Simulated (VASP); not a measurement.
Runs of VASP 6.6.1 on ZrN. The structure is that of space group Fm-3m (No. 225), or close to it. The cells are those of the table. 

```csv
cell,gap on the mesh (eV),pressure (GPa)
"a = 3.220 Å, angles 60.0°, 2 atoms",none,0.2
"a = 3.186 Å, angles 60.0°, 2 atoms",none,9.2
"a = 3.285 Å, angles 60.0°, 2 atoms",none,(a)
"a = 3.316 Å, angles 60.0°, 2 atoms",none,-19.6
```

Alike in all rows: task single point; level PBEsol; potentials or basis VASP PAW PBE potentials, release 64 (Zr_sv, N); no spin polarisation; k mesh 11 × 11 × 11; cutoff (eV) 600; smearing fermi-dirac 0.1 eV.

**Question.** Estimate the missing entries.

**Answer.** (a) -14.0.

Caveats: the PAW data sets were made with another functional, which shifts forces and pressure a little; an odd number of electrons without spin polarisation forces a metal; a magnetic or distorted state may lie lower; the cell stands under tension (at least some runs); the cell stands under pressure (at least some runs).

A k mesh can miss the band edges, and the runs leave out spin-orbit coupling on Zr.

A gap of «none» marks levels without a gap at the run's occupations.
